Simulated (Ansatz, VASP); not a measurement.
**Two plane-wave programs on SnTe**

Contents of INCAR:

```
SYSTEM = SnTe
PREC = Accurate
ENCUT = 520
EDIFF = 1E-7
ISMEAR = 0
SIGMA = 0.1
LREAL = .FALSE.
LASPH = .TRUE.
NELM = 80
ALGO = Normal
ISIF = 2
LWAVE = .FALSE.
LCHARG = .FALSE.
GGA = PE
NBANDS = 17
```

KPOINTS

```
regular mesh
0
G
  12 12 12
  0 0 0
```

Contents of POSCAR:

```
SnTe
1.0
    4.0364445780      0.0000000000      0.0000000000
    0.0000000000      4.0364445780      0.0000000000
    0.0000000000      0.0000000000      4.0364445780
Sn Te
1 1
Direct
    0.0000000000      0.0000000000      0.0000000000
    0.5000000000      0.5000000000      0.5000000000
```

Input for Ansatz:

```yaml
crystal:
  lattice:
    - [4.036444578, 0.0, 0.0]
    - [0.0, 4.036444578, 0.0]
    - [0.0, 0.0, 4.036444578]
  atoms:
    - { symbol: Sn, position: [0.0, 0.0, 0.0] }
    - { symbol: Te, position: [0.5, 0.5, 0.5] }
basis:
  ecutwfc: 420
kpoints:
  mp_grid: { grid: [12, 12, 12] }
hamiltonian:
  xc: pbe
scf:
  occupations: { method: gaussian, width: 0.1 }
output:
  forces: true
  stress: true
  eigenvalues: true
```

Alike in both runs: task single point; functional PBE; k mesh 12 × 12 × 12; occupations gaussian, width 0.1 eV; no spin polarisation.

|  | VASP | Ansatz |
| --- | --- | --- |
| version | VASP 6.6.1 | Ansatz 0.2.0 |
| potentials or method | VASP PAW PBE potentials, release 64 (Sn_d, Te), cutoff 520 eV | scalar-relativistic, plane waves, PAW |
| valence electrons in the cell | 20 | 30 |

```csv
,VASP,Ansatz,Ansatz less VASP
gap on the k mesh at the Fermi level (eV),none,none,-
pressure (GPa),-3.7,-3.6,+0.04
```

A gap of «none» marks a metal or a gap that the smearing closes. With one functional, cell and mesh, what is left measures potentials, basis and numerics. VASP's potentials hold 20 valence electrons a cell and Ansatz's 30, so a difference there can come from the potentials and not from the codes.

Spin-orbit coupling is off throughout.
